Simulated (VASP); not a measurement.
# Mo in VASP: single point with PBEsol

Aim: the single point of Mo with PBEsol.

Program: VASP 6.6.1. These are calculated values, not measurements. Logs are shortened: lines on timing, memory, paths and dates and some standing lists are left out, and cuts for length are marked.

### 1 The cell of the first run

The cell holds a slab with vacuum, 17 atoms: a = 6.300 Å, b = 5.456 Å, c = 17.682 Å, α = 90.00°, β = 90.00°, γ = 54.74°.

### 2 Single point, PBEsol

The input, INCAR:

```
PREC = Accurate ; ENCUT = 520
EDIFF = 1E-6 ; ISMEAR = 0
SIGMA = 0.1 ; LREAL = Auto
LASPH = True ; NELM = 80
ALGO = Normal ; ISIF = 2
LWAVE = False ; LCHARG = True
GGA = PS ; LELF = True
LVHAR = True ; NBANDS = 133
```

The input, KPOINTS:

```
regular mesh
0
Gamma
  3 4 1
```

The input, POSCAR:

```
Mo
1.0
    6.3000000000      0.0000000000      0.0000000000
    3.1500000000      4.4547730000      0.0000000000
    0.0000000000      0.0000000000     17.6821590000
Mo
17
Direct
   -0.2500000561      0.5000001122      0.0565541798
    0.2499999439      0.5000001122      0.0565541798
   -0.2500000000      1.0000000000      0.0565541798
    0.2500000000      1.0000000000      0.0565541798
   -0.0020033785      0.0034708839      0.1760123297
    0.5012497703     -0.0019347787      0.1757188701
    0.0019715092      0.4965204737      0.1760095020
    0.4987093029      0.5019375847      0.1757136671
   -0.2490197291      0.5023292994      0.3019885750
    0.2437634722      0.5012848017      0.2987054352
   -0.2437858069      0.9987265344      0.2986991577
    0.2489705395      0.9976405083      0.3019753979
    0.0097435568     -0.0074515581      0.4272231688
    0.5040460767      0.0079287991      0.4215181528
   -0.0097787116      0.5074523438      0.4272040535
    0.4958882572      0.4920695173      0.4215697303
    0.4998886799     -0.2497586297      0.5247493250
```

Potentials or basis: VASP PAW PBE potentials, release 64 (Mo_sv).

Launch:

```
cat potpaw_PBE.64/Mo_sv/POTCAR > POTCAR
mpirun -np 1 vasp_std > vasp.out
```

OUTCAR:

```text
PREC = Accurate
   ENCUT = 520
   EDIFF = 1E-6
   ISMEAR = 0
   LREAL = Auto
   LASPH = True
   NELM = 80
   ISIF = 2
   GGA = PS

 ion  position               nearest neighbor table
   1  0.750  0.500  0.057-   8 2.63   7 2.64   3 2.73   4 2.73   4 2.73   3 2.73   5 3.06   6 3.06
                             2 3.15   2 3.15
   2  0.250  0.500  0.057-   8 2.63   7 2.63   4 2.73   3 2.73   3 2.73   4 2.73   6 3.07   5 3.08
                             1 3.15   1 3.15
   3  0.750  0.000  0.057-   6 2.63   5 2.63   1 2.73   2 2.73   2 2.73   1 2.73   8 3.07   7 3.08
                             4 3.15   4 3.15
   4  0.250  0.000  0.057-   6 2.63   5 2.64   2 2.73   1 2.73   1 2.73   2 2.73   7 3.06   8 3.06
                             3 3.15   3 3.15
   5  0.998  0.003  0.176-   3 2.63   4 2.64  11 2.66   7 2.70  12 2.72   8 2.72   8 2.73   7 2.75
                             1 3.06   2 3.08  10 3.12   9 3.15   6 3.15   6 3.15
   6  0.501  0.998  0.176-   3 2.63   4 2.63  11 2.70   8 2.72   7 2.72   7 2.73   8 2.74  12 2.74
                             1 3.06   2 3.07  10 3.12   9 3.14   5 3.15   5 3.15
   7  0.002  0.497  0.176-   2 2.63   1 2.64  10 2.66   5 2.70   9 2.72   6 2.72   6 2.73   5 2.75
                             4 3.06   3 3.08  11 3.12  12 3.15   8 3.15   8 3.15
   8  0.499  0.502  0.176-   2 2.63   1 2.63  10 2.70   6 2.72   5 2.72   5 2.73   6 2.74   9 2.74
                             4 3.06   3 3.07  11 3.12  12 3.14   7 3.15   7 3.15
   9  0.751  0.502  0.302-  16 2.68  15 2.69   7 2.72  12 2.73  11 2.73  11 2.73  12 2.73   8 2.74
                            14 3.09  10 3.10   6 3.14   5 3.15  13 3.17  10 3.20
  10  0.244  0.501  0.299-   7 2.66  16 2.67  11 2.68   8 2.70  12 2.73  12 2.73  15 2.77  11 2.78
                            14 3.09   9 3.10   5 3.12   6 3.12  13 3.16   9 3.20
  11  0.756  0.999  0.299-   5 2.66  14 2.67  10 2.68   6 2.70   9 2.73   9 2.73  13 2.77  10 2.78
                            16 3.09  12 3.10   7 3.12   8 3.12  15 3.16  12 3.20
  12  0.249  0.998  0.302-  14 2.68  13 2.69   5 2.72   9 2.73  10 2.73   9 2.73  10 2.73   6 2.74
                            16 3.09  11 3.10   8 3.14   7 3.15  15 3.17  11 3.20
  13  0.010  0.993  0.427-  16 2.68  12 2.69  15 2.72  15 2.74  11 2.77  16 2.78  17 3.09  14 3.14
                            10 3.16  14 3.16   9 3.17
  14  0.504  0.008  0.422-  17 2.31  16 2.61  11 2.67  12 2.68  15 2.68  15 2.78  16 2.84   9 3.09
                            10 3.09  13 3.14  13 3.16
  15  0.990  0.507  0.427-  14 2.68   9 2.69  13 2.72  13 2.74  10 2.77  14 2.78  17 3.09  16 3.14
                            11 3.16  16 3.17  12 3.17
  16  0.496  0.492  0.422-  17 2.31  14 2.61  10 2.67   9 2.68  13 2.68  13 2.78  14 2.84  12 3.09
                            11 3.09  15 3.14  15 3.17
  17  0.500  0.750  0.525-  14 2.31  16 2.31  13 3.09  15 3.09

  LATTYP: Found a base centered orthorhombic cell.
 ALAT       =     6.3000000000
 B/A-ratio  =     1.4142136508
 C/A-ratio  =     2.8066919048

  Lattice vectors:

 A1 = (   3.1500000000,  -4.4547730000,   0.0000000000)
 A2 = (   3.1500000000,   4.4547730000,   0.0000000000)
 A3 = (   0.0000000000,   0.0000000000,  17.6821590000)

Analysis of symmetry for initial positions (statically):
=====================================================================
 Subroutine PRICEL returns:
 Original cell was already a primitive cell.

 Routine SETGRP: Setting up the symmetry group for a
 base centered orthorhombic supercell.

 Subroutine GETGRP returns: Found  1 space group operations
 (whereof  1 operations were pure point group operations)
 out of a pool of  8 trial point group operations.

The static configuration has the point symmetry C_1 .

Analysis of symmetry for dynamics (positions and initial velocities):
=====================================================================
 Subroutine PRICEL returns:
 Original cell was already a primitive cell.

 Routine SETGRP: Setting up the symmetry group for a
 base centered orthorhombic supercell.

 Subroutine GETGRP returns: Found  1 space group operations
 (whereof  1 operations were pure point group operations)
 out of a pool of  8 trial point group operations.

The dynamic configuration has the point symmetry C_1 .

 Subroutine INISYM returns: Found  1 space group operations
 (whereof  1 operations are pure point group operations),
 and found     1 'primitive' translations

----------------------------------------------------------------------------------------

                                     Primitive cell

  volume of cell :     496.2510

  direct lattice vectors                    reciprocal lattice vectors
     6.300000000  0.000000000  0.000000000     0.158730159 -0.112239165  0.000000000
[... 57 lines left out ...]
     0.000000000  0.056119582  0.000000000     0.000000000  0.250000000  0.000000000
     0.000000000  0.000000000  0.056554180     0.000000000  0.000000000  1.000000000

  Length of vectors
     0.064801315  0.056119582  0.056554180

  Shift w.r.t. Gamma in fractional coordinates (k-lattice)
     0.000000000  0.000000000  0.000000000

 WARNING: IBZKPT: internal override: KBLOWUP is changed to .FALSE.
      ... skipping the blow-up phase ...

 Subroutine IBZKPT returns following result:
 ===========================================

 Found      7 irreducible k-points:

 Following reciprocal coordinates:
            Coordinates               Weight
  0.000000  0.000000  0.000000      1.000000
  0.333333  0.000000  0.000000      2.000000
  0.000000  0.250000  0.000000      2.000000
  0.333333  0.250000  0.000000      2.000000
 -0.333333  0.250000  0.000000      2.000000
  0.000000  0.500000  0.000000      1.000000
  0.333333  0.500000  0.000000      2.000000
   k-points           NKPTS =      7   k-points in BZ     NKDIM =      7   number of bands    NBANDS=    133
   number of dos      NEDOS =    301   number of ions     NIONS =     17
   total plane-waves  NPLWV = 282240
   dimension x,y,z NGX =    48 NGY =   42 NGZ =  140
   dimension x,y,z NGXF=    96 NGYF=   84 NGZF=  280
   ions per type =              17
   NGX,Y,Z   is equivalent  to a cutoff of  12.67, 12.80, 13.16 a.u.
   NGXF,Y,Z  is equivalent  to a cutoff of  25.33, 25.60, 26.33 a.u.
 SYSTEM =  unknown system
   PREC   = accura    normal or accurate (medium, high low for compatibility)
   ISTART =      0    job   : 0-new  1-cont  2-samecut
   ICHARG =      2    charge: 1-file 2-atom 10-const
   ISPIN  =      1    spin polarized calculation?
   LNONCOLLINEAR =      F non collinear calculations
   LSORBIT =      F    spin-orbit coupling
   LASPH  =      T    aspherical Exc in radial PAW
   ENCUT  =  520.0 eV  38.22 Ry    6.18 a.u.  11.71 10.14 32.88*2*pi/ulx,y,z
   NELM   =     80;   NELMIN=  2; NELMDL= -5     # of ELM steps
   EDIFF  = 0.1E-05   stopping-criterion for ELM
   LREAL  =      T    real-space projection
   EDIFFG = 0.1E-04   stopping-criterion for IOM
   NSW    =      0    number of steps for IOM
   IBRION =     -1    ionic relax: 0-MD 1-quasi-New 2-CG
   NFREE  =      0    steps in history (QN), initial steepest desc. (CG)
   ISIF   =      2    stress and relaxation
   ISYM   =      2    0-nonsym 1-usesym 2-fastsym
   POTIM  = 0.5000    time-step for ionic-motion
   TEBEG  =    0.0;   TEEND  =   0.0 temperature during run
   PSTRESS=    0.0 pullay stress
   NELECT =     238.0000    total number of electrons
   NUPDOWN=      -1.0000    fix difference up-down
   EMIN   =  10.00;   EMAX   =-10.00  energy-range for DOS
   EFERMI =   0.00;   METHOD = LEGACY
   ISMEAR =     0;   SIGMA  =   0.10  broadening in eV -4-tet -1-fermi 0-gaus
   EFERMI_NEDOS =   21; number of points for ismear=-14 and -15
   IALGO  =     38    algorithm
   IMIX   =      4    mixing-type and parameters
     AMIX     =   0.40;   BMIX     =  1.00
     AMIX_MAG =   1.60;   BMIX_MAG =  1.00
  volume/ion in A,a.u.               =      29.19       196.99
  Fermi-wavevector in a.u.,A,eV,Ry     =   1.281445  2.421580 22.342148  1.642102
  Thomas-Fermi vector in A             =   2.413815
   LORBIT       =      0    0 simple, 1 ext, 2 COOP (PROOUT), +10 PAW based schemes
   GGA     = PS    functional components
   LHFCALC =     F    Hartree Fock is set to
   AEXX    =    0.0000 exact exchange contribution
   IVDW    =     0    specifies the selected vdW correction
   LEPSILON=     F    determine dielectric tensor
   LRPA    =     F    only Hartree local field effects (RPA)
 non-spin polarized calculation
 Gauss-broadening in eV      SIGMA  =   0.10
  energy-cutoff  :      520.00
  volume of cell :      496.25
 maximum number of plane-waves:     13400
   NGX = 23   NGY = 21   NGZ = 65

 number of electron     238.0000007 magnetization

 Free energy of the ion-electron system (eV)
  ---------------------------------------------------
  ext. energy  EPLUGINS =         0.00000000
  ---------------------------------------------------
  free energy    TOTEN  =      -187.44270931 eV

  energy without entropy =     -187.37678659  energy(sigma->0) =     -187.40974795

 E-fermi :   4.7794     XC(G=0):  -8.3835

 val. band max:        4.7653647618   @ k =   0.3333   0.5000   0.0000
 cond. band min:       4.7817280573   @ k =   0.3333   0.0000   0.0000
 fundamental gap:      0.0163632955
 Fermi energy:         4.7793681896

 k-point     1 :       0.0000    0.0000    0.0000
  band No.  band energies     occupation
      1     -56.4095      2.00000
      2     -56.2738      2.00000
      3     -56.1987      2.00000
      4     -56.1982      2.00000
      5     -56.1665      2.00000
      6     -56.1494      2.00000
[... 927 lines left out ...]
    130       5.6158      0.00000
    131       5.6850      0.00000
 [bands above 131 left out]

------------------------ aborting loop because EDIFF is reached ----------------------------------------

  FORCE on cell =-STRESS in cart. coord.  units (eV):
  Direction    XX          YY          ZZ          XY          YZ          ZX
  --------------------------------------------------------------------------------------
  -------------------------------------------------------------------------------------
  Total      -17.6699289    -11.5027630      0.8093674      5.2194871     -0.0011976     -0.0028669
  in kB      -57.0484651    -37.1373862      2.6130929     16.8514390     -0.0038667     -0.0092559
  external PRESSURE =     -30.5242528 kB  Pullay stress =       0.0000000 kB

 VOLUME and BASIS-vectors are now :
 -----------------------------------------------------------------------------
  energy-cutoff  :      520.00
  volume of cell :      496.25
      direct lattice vectors                 reciprocal lattice vectors
     6.300000000  0.000000000  0.000000000     0.158730159 -0.112239165  0.000000000
     3.150000000  4.454773000  0.000000000     0.000000000  0.224478329  0.000000000
     0.000000000  0.000000000 17.682159000     0.000000000  0.000000000  0.056554180

 POSITION                                       TOTAL-FORCE (eV/Angst)
 -----------------------------------------------------------------------------------
      6.30000      2.22739      1.00000        -0.126211      0.046372     -0.145687
      3.15000      2.22739      1.00000         0.019166      0.047827      0.090248
      4.72500      0.00000      1.00000        -0.019338     -0.047587      0.089675
      1.57500      0.00000      1.00000         0.125721     -0.046661     -0.146609
      6.29831      0.01546      3.11228         0.000163     -0.001261      0.004465
      6.30178      4.44615      3.10709        -0.000001      0.003502     -0.000013
[... 9 lines left out ...]
      4.67411      2.19206      7.45426        -0.039774     -0.046862     -0.059824
      5.51256      3.34215      9.27870        -0.002618     -0.000546      0.173238
 -----------------------------------------------------------------------------------
    total drift:                                0.000101      0.000327      0.003174

  FREE ENERGIE OF THE ION-ELECTRON SYSTEM (eV)
  ---------------------------------------------------
  free  energy   TOTEN  =      -187.4427093118 eV

  energy  without entropy=     -187.3767865902  energy(sigma->0) =     -187.40974795
```

Run time: 23 min. Hardware: 1 thread of Intel Xeon Platinum 8259CL at 2.50GHz (Skylake/Cascade Lake), shared host; peak memory 0.76 GiB.

What came out:

* Free energy: -187.4427 eV
* Largest force: 0.199 eV/Å
* Band gap on the k mesh: zero (band 119 reaches 5.74 eV, above the bottom of band 120 at 4.20 eV)

Forces in eV/Å, atoms in the order of the input:
```
Mo  -0.126  0.046 -0.146
Mo   0.019  0.048  0.090
Mo  -0.019 -0.048  0.090
Mo   0.126 -0.047 -0.147
Mo   0.000 -0.001  0.004
Mo   0.000  0.004  0.000
Mo   0.000  0.001  0.005
Mo   0.001 -0.004  0.000
Mo  -0.001  0.000 -0.002
Mo   0.001 -0.006  0.006
Mo  -0.001  0.006  0.006
Mo   0.001  0.000 -0.001
Mo   0.001  0.007  0.018
Mo   0.043  0.048 -0.058
Mo  -0.001 -0.007  0.020
Mo  -0.040 -0.047 -0.060
Mo  -0.003 -0.001  0.173
```

Caveat: the k points lie up to 0.41 Å⁻¹ apart; the PAW data sets were made with another functional, which shifts forces and pressure a little.
